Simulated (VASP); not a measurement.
Write the native input for VASP 6.6.1 that does the following.

```
Task                   : single point
Functional             : PBE
Potentials or basis    : VASP PAW PBE potentials, release 64 (Au)
Cutoff                 : 520 eV
k mesh                 : 11 × 11 × 11
Occupations            : fermi-dirac, width 0.05 eV
Spin                   : no spin polarisation
Dipole correction      : no
Further INCAR settings : ALGO = Normal; EDIFF = 1e-06; NBANDS = 12
```

The structure of Au lies in POSCAR:

```
Au
1.0
   -1.6682446112      1.6682446112      1.6682446112
    1.6682446112     -1.6682446112      1.6682446112
    1.6682446112      1.6682446112     -1.6682446112
Au
1
Direct
    0.0000000000      0.0000000000      0.0000000000
```

This cell differs from its parent crystal: volume scaled by 1.02.

These files were run (other wordings do the same):

INCAR

```
SYSTEM = Au
PREC     = Accurate       ! precision mode
ENCUT    = 520            ! plane-wave cutoff, eV
EDIFF    = 1E-6           ! SCF threshold, eV
ISMEAR   = -1             ! smearing method
SIGMA    = 0.05           ! smearing width, eV
LREAL    = .False.        ! projectors in reciprocal space
LASPH    = .True.         ! aspherical terms in the spheres
NELM     = 60             ! most SCF steps
ALGO     = Normal         ! electronic algorithm
ISIF     = 2              ! what is computed and relaxed
LWAVE    = .False.        ! write WAVECAR
LCHARG   = .True.         ! write CHGCAR
GGA      = PE             ! functional
LELF     = .True.         ! ELF
LVHAR    = .True.       
NBANDS   = 12             ! bands
```

KPOINTS

```
Automatic mesh
0
Gamma
  11 11 11
  0 0 0
```

Potentials or basis: VASP PAW PBE potentials, release 64 (Au).

Command:

```bash
$ cat potpaw_PBE.64/Au/POTCAR > POTCAR
$ mpirun -np 1 vasp_std > vasp.out
```

It gave:

The pressure is -3.5 GPa.

Wall time 12 s on 1 thread of Intel Xeon 8259CL, on a shared host, peak memory 0.14 GiB.
